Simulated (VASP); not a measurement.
# W in VASP: a series of runs

The runs below take W through single point, with LDA.

Everything below comes from runs of VASP 6.6.1. Logs are shortened: lines on timing, memory, paths and dates and some standing lists are left out, and cuts for length are marked.

### 1 The cell of the first run

It takes space group C2/m (No. 12, monoclinic). Conventional cell: a = 3.973 Å, b = 3.973 Å, c = 3.973 Å, α = 90.00°, β = 90.00°, γ = 90.00°. Within 3.2 Å of W (site symmetry m) lie 12 W at 2.46 to 3.18 Å.

### 2 Single point, LDA (atoms displaced along a vibrational mode)

Input file INCAR:

```
  ALGO = Normal
  EDIFF = 1E-6
  ENCUT = 500
  GGA_COMPAT = False
  ISIF = 2
  ISMEAR = 0
  LASPH = True
  LCHARG = False
  LREAL = False
  LWAVE = False
  NBANDS = 21
  NELM = 120
  PREC = Accurate
  SIGMA = 0.15
```

Input file KPOINTS:

```
k-points
0
Gamma
  16 16 12
```

Input file POSCAR:

```
W
1.0
    0.0000000000     -1.9864787844     -1.9864787844
    0.0000000000      1.9864787844     -1.9864787844
    3.9729575688      0.0000000000      0.0000000000
W
2
Direct
    0.5508437345      0.4491562655      0.4863074299
   -0.0508437345      0.0508437345      0.0136925701
```

Potentials or basis: VASP PAW LDA potentials, release 64 (W_sv).

Run with:

```
> cat potpaw_LDA.64/W_sv/POTCAR > POTCAR
> mpirun -np 1 vasp_std > vasp.out
```

OUTCAR:

```text
EDIFF = 1E-6
   ENCUT = 500
   ISIF = 2
   ISMEAR = 0
   LASPH = True
   LREAL = False
   NELM = 120
   PREC = Accurate

 ion  position               nearest neighbor table
   1  0.551  0.449  0.486-   2 2.46   2 2.63   2 2.76   2 2.76   2 2.92   2 2.92   2 3.04   2 3.18

   2  0.949  0.051  0.014-   1 2.46   1 2.63   1 2.76   1 2.76   1 2.92   1 2.92   1 3.04   1 3.18

  LATTYP: Found a simple tetragonal cell.
 ALAT       =     2.8093052383
 C/A-ratio  =     1.4142135624

  Lattice vectors:

 A1 = (   0.0000000000,  -1.9864787844,  -1.9864787844)
 A2 = (   0.0000000000,   1.9864787844,  -1.9864787844)
 A3 = (   3.9729575688,   0.0000000000,   0.0000000000)

Analysis of symmetry for initial positions (statically):
=====================================================================
 Subroutine PRICEL returns:
 Original cell was already a primitive cell.

 Routine SETGRP: Setting up the symmetry group for a
 simple tetragonal supercell.

 Subroutine GETGRP returns: Found  4 space group operations
 (whereof  2 operations were pure point group operations)
 out of a pool of 16 trial point group operations.

The static configuration has the point symmetry C_1h.
 The point group associated with its full space group is C_2h.

Analysis of symmetry for dynamics (positions and initial velocities):
=====================================================================
 Subroutine PRICEL returns:
 Original cell was already a primitive cell.

 Routine SETGRP: Setting up the symmetry group for a
 simple tetragonal supercell.

 Subroutine GETGRP returns: Found  4 space group operations
 (whereof  2 operations were pure point group operations)
 out of a pool of 16 trial point group operations.

The dynamic configuration has the point symmetry C_1h.
 The point group associated with its full space group is C_2h.

 Subroutine INISYM returns: Found  4 space group operations
 (whereof  2 operations are pure point group operations),
 and found     1 'primitive' translations

----------------------------------------------------------------------------------------

                                     Primitive cell

  volume of cell :      31.3554

  direct lattice vectors                    reciprocal lattice vectors
     0.000000000 -1.986478784 -1.986478784     0.000000000 -0.251701656 -0.251701656
     0.000000000  1.986478784 -1.986478784     0.000000000  0.251701656 -0.251701656
     3.972957569  0.000000000  0.000000000     0.251701656  0.000000000  0.000000000

  length of vectors
     2.809305238  2.809305238  3.972957569     0.355959896  0.355959896  0.251701656

  position of ions in fractional coordinates (direct lattice)
     0.550843734  0.449156266  0.486307430
     0.949156266  0.050843734  0.013692570

  ion indices of the primitive-cell ions
   primitive index   ion index
                 1           1
                 2           2

----------------------------------------------------------------------------------------

 KPOINTS: k-points

Automatic generation of k-mesh.
 Grid dimensions read from file:
 generate k-points for:   16   16   12

 Generating k-lattice:

  Cartesian coordinates                     Fractional coordinates (reciprocal lattice)
     0.000000000 -0.015731354 -0.015731354     0.062500000  0.000000000  0.000000000
     0.000000000  0.015731354 -0.015731354     0.000000000  0.062500000  0.000000000
     0.020975138  0.000000000  0.000000000     0.000000000  0.000000000  0.083333333

  Length of vectors
     0.022247493  0.022247493  0.020975138

  Shift w.r.t. Gamma in fractional coordinates (k-lattice)
     0.000000000  0.000000000  0.000000000

 Subroutine IBZKPT returns following result:
 ===========================================

 Found    826 irreducible k-points:

 Following reciprocal coordinates:
            Coordinates               Weight
  0.000000  0.000000  0.000000      1.000000
  0.062500  0.000000  0.000000      4.000000
  0.125000  0.000000  0.000000      4.000000
  0.187500  0.000000  0.000000      4.000000
  0.250000  0.000000  0.000000      4.000000
  0.312500  0.000000  0.000000      4.000000
[... 16 lines left out ...]
 -0.062500  0.437500  0.000000      4.000000
  0.500000  0.062500  0.000000      4.000000
 [... further k-points ...]
   k-points           NKPTS =    826   k-points in BZ     NKDIM =    826   number of bands    NBANDS=     21
   number of dos      NEDOS =    301   number of ions     NIONS =      2
   total plane-waves  NPLWV =  12000
   dimension x,y,z NGX =    20 NGY =   20 NGZ =   30
   dimension x,y,z NGXF=    40 NGYF=   40 NGZF=   60
   ions per type =               2
   NGX,Y,Z   is equivalent  to a cutoff of  11.84, 11.84, 12.55 a.u.
   NGXF,Y,Z  is equivalent  to a cutoff of  23.67, 23.67, 25.11 a.u.
 SYSTEM =  unknown system
   PREC   = accura    normal or accurate (medium, high low for compatibility)
   ISTART =      0    job   : 0-new  1-cont  2-samecut
   ICHARG =      2    charge: 1-file 2-atom 10-const
   ISPIN  =      1    spin polarized calculation?
   LNONCOLLINEAR =      F non collinear calculations
   LSORBIT =      F    spin-orbit coupling
   LASPH  =      T    aspherical Exc in radial PAW
   ENCUT  =  500.0 eV  36.75 Ry    6.06 a.u.   5.12  5.12  7.24*2*pi/ulx,y,z
   NELM   =    120;   NELMIN=  2; NELMDL= -5     # of ELM steps
   EDIFF  = 0.1E-05   stopping-criterion for ELM
   LREAL  =      F    real-space projection
   EDIFFG = 0.1E-04   stopping-criterion for IOM
   NSW    =      0    number of steps for IOM
   IBRION =     -1    ionic relax: 0-MD 1-quasi-New 2-CG
   NFREE  =      0    steps in history (QN), initial steepest desc. (CG)
   ISIF   =      2    stress and relaxation
   ISYM   =      2    0-nonsym 1-usesym 2-fastsym
   POTIM  = 0.5000    time-step for ionic-motion
   TEBEG  =    0.0;   TEEND  =   0.0 temperature during run
   PSTRESS=    0.0 pullay stress
   NELECT =      28.0000    total number of electrons
   NUPDOWN=      -1.0000    fix difference up-down
   EMIN   =  10.00;   EMAX   =-10.00  energy-range for DOS
   EFERMI =   0.00;   METHOD = LEGACY
   ISMEAR =     0;   SIGMA  =   0.15  broadening in eV -4-tet -1-fermi 0-gaus
   EFERMI_NEDOS =   21; number of points for ismear=-14 and -15
   IALGO  =     38    algorithm
   IMIX   =      4    mixing-type and parameters
     AMIX     =   0.40;   BMIX     =  1.00
     AMIX_MAG =   1.60;   BMIX_MAG =  1.00
  volume/ion in A,a.u.               =      15.68       105.80
  Fermi-wavevector in a.u.,A,eV,Ry     =   1.576486  2.979127 33.814690  2.485310
  Thomas-Fermi vector in A             =   2.677312
   LORBIT       =      0    0 simple, 1 ext, 2 COOP (PROOUT), +10 PAW based schemes
   GGA     = CA    functional components
   LHFCALC =     F    Hartree Fock is set to
   AEXX    =    0.0000 exact exchange contribution
   IVDW    =     0    specifies the selected vdW correction
   LEPSILON=     F    determine dielectric tensor
   LRPA    =     F    only Hartree local field effects (RPA)
 non-spin polarized calculation
 Gauss-broadening in eV      SIGMA  =   0.15
  energy-cutoff  :      500.00
  volume of cell :       31.36
 maximum number of plane-waves:       830
   NGX = 11   NGY = 11   NGZ = 15

 number of electron      27.9999988 magnetization

 Free energy of the ion-electron system (eV)
  ---------------------------------------------------
  ext. energy  EPLUGINS =         0.00000000
  ---------------------------------------------------
  free energy    TOTEN  =       -26.84578881 eV

  energy without entropy =      -26.82705892  energy(sigma->0) =      -26.83642387

 E-fermi :  11.0856     XC(G=0): -13.8296

 val. band max:       11.0851133842   @ k =  -0.3125   0.3750   0.0833
 cond. band min:      11.0858316739   @ k =  -0.1875  -0.1250   0.0833
 fundamental gap:      0.0007182898
 Fermi energy:        11.0856278435

 k-point     1 :       0.0000    0.0000    0.0000
  band No.  band energies     occupation
      1     -62.0741      2.00000
      2     -61.8159      2.00000
      3     -27.3420      2.00000
      4     -26.4257      2.00000
      5     -26.3390      2.00000
      6     -25.9793      2.00000
[... 13 lines left out ...]
     20      17.2441      0.00000
     21      24.2163      0.00000

 k-point     2 :       0.0625    0.0000    0.0000
  band No.  band energies     occupation
      1     -62.0707      2.00000
      2     -61.8157      2.00000
      3     -27.3299      2.00000
      4     -26.4391      2.00000
      5     -26.3485      2.00000
      6     -25.9965      2.00000
[... 13 lines left out ...]
     20      17.6254      0.00000
     21      23.2000      0.00000

 k-point     3 :       0.1250    0.0000    0.0000
  band No.  band energies     occupation
      1     -62.0611      2.00000
      2     -61.8156      2.00000
      3     -27.2951      2.00000
      4     -26.4971      2.00000
      5     -26.3555      2.00000
      6     -26.0613      2.00000
[... 13 lines left out ...]
     20      18.7076      0.00000
     21      21.9523      0.00000

 k-point     4 :       0.1875    0.0000    0.0000
  band No.  band energies     occupation
      1     -62.0462      2.00000
      2     -61.8157      2.00000
      3     -27.2419      2.00000
      4     -26.5969      2.00000
      5     -26.3583      2.00000
      6     -26.1674      2.00000
[... 13 lines left out ...]
     20      20.0997      0.00000
     21      20.7765      0.00000

 k-point     5 :       0.2500    0.0000    0.0000
  band No.  band energies     occupation
      1     -62.0280      2.00000
      2     -61.8165      2.00000
      3     -27.1788      2.00000
      4     -26.7111      2.00000
      5     -26.4171      2.00000
      6     -26.2370      2.00000
[... 13 lines left out ...]
     20      19.8217      0.00000
     21      21.5931      0.00000

 k-point     6 :       0.3125    0.0000    0.0000
  band No.  band energies     occupation
      1     -62.0087      2.00000
      2     -61.8184      2.00000
      3     -27.1206      2.00000
      4     -26.8144      2.00000
      5     -26.5426      2.00000
      6     -26.2327      2.00000
[... 13 lines left out ...]
     20      19.2671      0.00000
     21      22.8652      0.00000

 k-point     7 :       0.3750    0.0000    0.0000
  band No.  band energies     occupation
      1     -61.9914      2.00000
      2     -61.8210      2.00000
      3     -27.0874      2.00000
      4     -26.8902      2.00000
      5     -26.6483      2.00000
      6     -26.2109      2.00000
[... 13 lines left out ...]
     20      19.1249      0.00000
     21      22.9097      0.00000
[... 291 lines left out ...]
      1     -61.9888      2.00000
      2     -61.8202      2.00000
      3     -27.0837      2.00000
      4     -26.8911      2.00000
      5     -26.6508      2.00000
      6     -26.2361      2.00000
[... 13 lines left out ...]
     20      19.1863      0.00000
     21      23.0675      0.00000

 k-point    21 :      -0.0625    0.3750    0.0000
  band No.  band energies     occupation
      1     -61.9884      2.00000
      2     -61.8205      2.00000
      3     -27.0794      2.00000
      4     -26.8924      2.00000
      5     -26.6524      2.00000
      6     -26.2250      2.00000
[... 13 lines left out ...]
     20      19.2733      0.00000
     21      22.9305      0.00000

 k-point    22 :       0.4375    0.0625    0.0000
  band No.  band energies     occupation
      1     -61.9764      2.00000
      2     -61.8226      2.00000
      3     -27.0801      2.00000
      4     -26.9433      2.00000
      5     -26.6955      2.00000
      6     -26.2153      2.00000
[... 13 lines left out ...]
     20      19.1586      0.00000
     21      22.5740      0.00000

 k-point    23 :      -0.0625    0.4375    0.0000
  band No.  band energies     occupation
      1     -61.9762      2.00000
      2     -61.8229      2.00000
      3     -27.0767      2.00000
      4     -26.9459      2.00000
      5     -26.6947      2.00000
      6     -26.2104      2.00000
[... 13 lines left out ...]
     20      19.2131      0.00000
     21      22.5066      0.00000

 k-point    24 :       0.5000    0.0625    0.0000
  band No.  band energies     occupation
      1     -61.9719      2.00000
      2     -61.8238      2.00000
      3     -27.0801      2.00000
      4     -26.9674      2.00000
      5     -26.7017      2.00000
      6     -26.2060      2.00000
[... 13 lines left out ...]
     20      19.0879      0.00000
     21      22.3609      0.00000

 [... further k-points ...]

------------------------ aborting loop because EDIFF is reached ----------------------------------------

  FORCE on cell =-STRESS in cart. coord.  units (eV):
  Direction    XX          YY          ZZ          XY          YZ          ZX
  --------------------------------------------------------------------------------------
  -------------------------------------------------------------------------------------
  Total        3.5972127      1.2640674      3.0132095     -0.3696024      0.0000000      0.0000000
  in kB      183.8082167     64.5905579    153.9671691    -18.8857213      0.0000000      0.0000000
  external PRESSURE =     134.1219813 kB  Pullay stress =       0.0000000 kB

 VOLUME and BASIS-vectors are now :
 -----------------------------------------------------------------------------
  energy-cutoff  :      500.00
  volume of cell :       31.36
      direct lattice vectors                 reciprocal lattice vectors
     0.000000000 -1.986478784 -1.986478784     0.000000000 -0.251701656 -0.251701656
     0.000000000  1.986478784 -1.986478784     0.000000000  0.251701656 -0.251701656
     3.972957569  0.000000000  0.000000000     0.251701656  0.000000000  0.000000000

 POSITION                                       TOTAL-FORCE (eV/Angst)
 -----------------------------------------------------------------------------------
      1.93208     -0.20200     -1.98648         1.365353      1.695271      0.000000
      0.05440     -1.78448     -1.98648        -1.365353     -1.695271      0.000000
 -----------------------------------------------------------------------------------
    total drift:                                0.000000     -0.000000     -0.000000

  FREE ENERGIE OF THE ION-ELECTRON SYSTEM (eV)
  ---------------------------------------------------
  free  energy   TOTEN  =       -26.8457888142 eV

  energy  without entropy=      -26.8270589222  energy(sigma->0) =      -26.83642387
```

It took 4.9 min on 1 thread of Intel Xeon Platinum 8259CL at 2.50GHz (Skylake/Cascade Lake), shared host; peak memory 0.46 GiB.

Results:

```
Free energy            : -26.8458 eV
Pressure               : 13.4 GPa
Largest force          : 2.177 eV/Å
Band gap on the k mesh : zero (bands 14 and 15 overlap by 4.03 eV)
```

Forces in eV/Å, atoms in the order of the input:
```
W    1.365  1.695  0.000
W   -1.365 -1.695  0.000
```

Caveat: the cell differs from its parent crystal (atoms displaced along a vibrational mode); the cell stands under pressure; spin-orbit coupling is left out, which moves the levels of the heavy elements; forces of over 1 eV/Å act on the atoms, so gaps and moduli don't describe the material at rest.

(Continued in part 2 of 2.)
